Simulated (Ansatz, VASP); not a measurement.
**Two plane-wave programs on Ti**

INCAR

```
PREC     = Accurate       # precision mode
ENCUT    = 520            # plane-wave cutoff, eV
EDIFF    = 1E-6           # SCF threshold, eV
ISMEAR   = 0              # smearing method
SIGMA    = 0.1            # smearing width, eV
LREAL    = False          # projectors in reciprocal space
LASPH    = True           # aspherical terms in the spheres
NELM     = 150            # most SCF steps
ALGO     = Normal         # electronic algorithm
ISIF     = 2              # what is computed and relaxed
LWAVE    = False          # write WAVECAR
LCHARG   = False          # write CHGCAR
LMAXMIX  = 4              # l up to which the mixer works
LDAU     = True           # DFT+U
LDAUTYPE = 2            
LDAUL    = 2              # shell
LDAUU    = 6.4            # U, eV
LDAUJ    = 0            
LDAUPRINT= 1            
GGA      = PE             # functional
NBANDS   = 25             # bands
```

The input KPOINTS:

```
regular mesh
0
Gamma
  6 6 6
```

Contents of POSCAR:

```
Ti
1.0
    4.5673748306      0.0000000000      0.0000000000
   -2.2836874153      3.9554626319      0.0000000000
    0.0000000000      0.0000000000      2.8262442700
Ti
3
Direct
    0.0000000000      0.0000000000      0.0000000000
    0.3333333333      0.6666666667      0.5000000000
    0.6666666667      0.3333333333      0.5000000000
```

Input for Ansatz:

```yaml
crystal:
  lattice:
    - [4.5673748306, 0.0, 0.0]
    - [-2.2836874153, 3.9554626319, 0.0]
    - [0.0, 0.0, 2.82624427]
  atoms:
    - { symbol: Ti, position: [0.0, 0.0, 0.0] }
    - { symbol: Ti, position: [0.3333333333, 0.6666666667, 0.5] }
    - { symbol: Ti, position: [0.6666666667, 0.3333333333, 0.5] }
basis:
  ecutwfc: 420
kpoints:
  mp_grid: { grid: [6, 6, 6] }
hamiltonian:
  xc: pbe
  hubbard: { sites: [{ species: Ti, l: d, u_eff: 6.4 }] }
scf:
  occupations: { method: gaussian, width: 0.1 }
output:
  forces: true
  stress: true
  eigenvalues: true
```

Alike in both runs: task single point; functional PBE; k mesh 6 × 6 × 6; occupations gaussian, width 0.1 eV; no spin polarisation; Hubbard terms Ti d U = 6.4 eV.

|  | VASP | Ansatz |
| --- | --- | --- |
| version | VASP 6.6.1 | Ansatz 0.2.0 |
| potentials or method | VASP PAW PBE potentials, release 64 (Ti_sv), cutoff 520 eV | scalar-relativistic, plane waves, PAW |
| valence electrons in the cell | 36 | 36 |

```tsv
	VASP	Ansatz	Ansatz less VASP
gap on the k mesh at the Fermi level (eV)	none	none	-
pressure (GPa)	17.2	13.0	-4.17
traceless stress, the component that is largest in VASP (GPa)	-3.61	-4.44	-0.837
```

The programs project onto different local orbitals, so the same U acts differently, and such runs can settle in different states. A gap of «none» marks a metal or a gap that the smearing closes. Ansatz's warnings: filled band counts differ across k points.

The k mesh is coarse, so the values compare programs but aren't converged.
